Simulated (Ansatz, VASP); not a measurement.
One calculation of FeO, two programs

```xyz
2
Lattice="-1.6127 1.6127 2.0972 1.6127 -1.6127 2.0972 1.6127 1.6127 -2.0972" Properties=species:S:1:pos:R:3 pbc="T T T"
Fe    0.0000    0.0000    0.0000
O     0.0000    0.0000    2.0972
```

Alike in both runs: task single point; functional PBEsol; k mesh 12 × 12 × 12; occupations fermi-dirac, width 0.05 eV; collinear spin.

|  | VASP | Ansatz |
| --- | --- | --- |
| version | VASP 6.6.1 | Ansatz 0.2.0 |
| potentials or method | VASP PAW PBE potentials, release 64 (Fe, O) | Ansatz PAW |
| plane-wave cutoff (eV) | 520 | 420 |
| valence electrons in the cell | 14 | 22 |

|  | VASP | Ansatz | Ansatz less VASP |
| --- | --- | --- | --- |
| gap on the k mesh at the Fermi level (eV) | none | none | - |
| pressure (GPa) | -18.4 | -18.5 | -0.13 |
| traceless stress, the component that is largest in VASP (GPa) | 1.56 | 1.21 | -0.344 |
| net moment per atom (μB) | 2.00 | 2.00 | +0.001 |
| size of the moment on the site where the two differ most (μB) | 3.61 | 3.40 | -0.211 |

VASP's potentials were made for PBE, not for PBEsol. Site moments also hang on the region over which each program counts them. A gap of «none» marks a metal or a gap that the smearing closes. VASP's potentials hold 14 valence electrons a cell and Ansatz's 22, so a difference there can come from the potentials and not from the codes.
